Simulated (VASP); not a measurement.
Runs of VASP 6.6.1 on Si. The structure is that of space group Im-3m (No. 229), or close to it. The cells are those of the table. 

```tsv
spin	cell	k mesh	gap on the mesh (eV)	pressure (GPa)
off	a = 2.526 Å, angles 109.5°, 1 atom	16 × 16 × 16	none	17.5
non-collinear, zero start, SOC	a = 2.636 Å, angles 109.5°, 1 atom	14 × 14 × 14	-	0.1
off	a = 2.563 Å, angles 109.5°, 1 atom	16 × 16 × 16	none	(b)
off	a = 2.636 Å, angles 109.5°, 1 atom	24 × 24 × 24	none	0.3
off	a = 2.600 Å, angles 109.5°, 1 atom	16 × 16 × 16	none	(a)
off	a = 2.670 Å, angles 109.5°, 1 atom	16 × 16 × 16	none	-3.4
off	a = 2.636 Å, angles 109.5°, 1 atom	14 × 14 × 14	none	0.1
off	a = 2.737 Å, angles 109.5°, 1 atom	16 × 16 × 16	none	-8.9
```

Alike in all rows: task single point; level LDA; potentials or basis VASP PAW LDA potentials, release 64 (Si); cutoff (eV) 520; smearing fermi-dirac 0.1 eV.

Problem. Estimate the missing entries.

Solution. (a) 4.8; (b) 10.5.

A gap of «none» marks levels without a gap at the run's occupations.
